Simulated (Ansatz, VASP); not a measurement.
## One calculation of BN, two programs

```xyz
2
Lattice="0.0000 1.8770 1.7326 1.8770 0.0000 1.7326 1.8770 1.8770 0.0000" Properties=species:S:1:pos:R:3 pbc="T T T"
B     0.0000    0.0000    0.0000
N     2.8155    2.8155    2.5989
```

Change from the starting cell: strain +0.040 along x and y, -0.040 along z, atoms carried along.

Alike in both runs: task single point; functional r2SCAN; k mesh 12 × 12 × 12; occupations gaussian, width 0.05 eV; no spin polarisation.

```csv
,VASP,Ansatz
version,VASP 6.6.1,Ansatz 0.2.0
potentials or method,"VASP PAW PBE potentials, release 64 (B, N), cutoff 520 eV","scalar-relativistic, plane waves, PAW"
valence electrons in the cell,8,8
```

VASP gave:

```
gap on the k mesh at the Fermi level (eV)                     : 3.64
least direct gap on the mesh (eV)                             : 8.59
pressure (GPa)                                                : -12.8
traceless stress, the component that is largest in VASP (GPa) : 29.58
```

Problem. Which values does Ansatz return?

Solution. gap on the k mesh at the Fermi level (eV): 3.66; least direct gap on the mesh (eV): 8.62; pressure (GPa): -13.8; traceless stress, the component that is largest in VASP (GPa): 29.67.

VASP's potentials were made for PBE, not for r2SCAN.
